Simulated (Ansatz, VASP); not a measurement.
**ZnS in VASP and in Ansatz**

The input POSCAR:

```
ZnS
1.0
    0.0000000000      2.7046500000      2.7046500000
    2.7046500000      0.0000000000      2.7046500000
    2.7046500000      2.7046500000      0.0000000000
Zn S
1 1
Direct
    0.0000000000      0.0000000000      0.0000000000
    0.7630720570      0.7500000000      0.7500000000
```

The input INCAR.step1:

```
PREC = Accurate
ENCUT = 520
ISMEAR = 0
SIGMA = 0.05
LREAL = False
LASPH = True
NELM = 100
NBANDS = 16
GGA = PE
ALGO = Normal
EDIFF = 1E-4
LWAVE = True
LCHARG = False
```

File INCAR.step2:

```
PREC = Accurate
ENCUT = 520
EDIFF = 1E-6
ISMEAR = 0
SIGMA = 0.05
LREAL = False
LASPH = True
NELM = 100
ALGO = Normal
ISIF = 2
LWAVE = False
LCHARG = True
METAGGA = R2SCAN
LMIXTAU = True
LELF = True
LVHAR = True
NBANDS = 16
ISTART = 1
```

The input KPOINTS:

```
Automatic mesh
0
Gamma
  8 8 8
```

Input for Ansatz:

```yaml
crystal:
  lattice:
    - [0.0, 2.70465, 2.70465]
    - [2.70465, 0.0, 2.70465]
    - [2.70465, 2.70465, 0.0]
  atoms:
    - { symbol: Zn, position: [0.0, 0.0, 0.0] }
    - { symbol: S, position: [0.763072057, 0.75, 0.75] }
basis:
  ecutwfc: 500
kpoints:
  mp_grid: { grid: [8, 8, 8] }
hamiltonian:
  xc: r2scan
scf:
  occupations: { method: gaussian, width: 0.05 }
output:
  forces: true
  stress: true
  eigenvalues: true
```

Change from the starting cell: all S atoms moved -0.050 Å, as atom 2 towards its neighbour atom 2 (S) at 3.825 Å.

Alike in both runs: task single point; functional r2SCAN; k mesh 8 × 8 × 8; occupations gaussian, width 0.05 eV; no spin polarisation.

|  | VASP | Ansatz |
| --- | --- | --- |
| version | VASP 6.6.1 | Ansatz 0.2.0 |
| potentials or method | VASP PAW PBE potentials, release 64 (Zn, S), cutoff 520 eV | scalar-relativistic, plane waves, PAW |
| valence electrons in the cell | 18 | 18 |

```tsv
	VASP	Ansatz	Ansatz less VASP
gap on the k mesh at the Fermi level (eV)	2.62	2.61	-0.010
least direct gap on the mesh (eV)	2.62	2.61	-0.010
pressure (GPa)	-0.7	-0.8	-0.05
traceless stress, the component that is largest in VASP (GPa)	0.76	0.76	-0.002
rms of the force components (eV/Å)	0.166	0.165	-0.0010
```

VASP's potentials were made for PBE, not for r2SCAN. Atom by atom the forces differ by 0.001 eV/Å (rms over components). With one functional, cell and mesh, what is left measures potentials, basis and numerics.
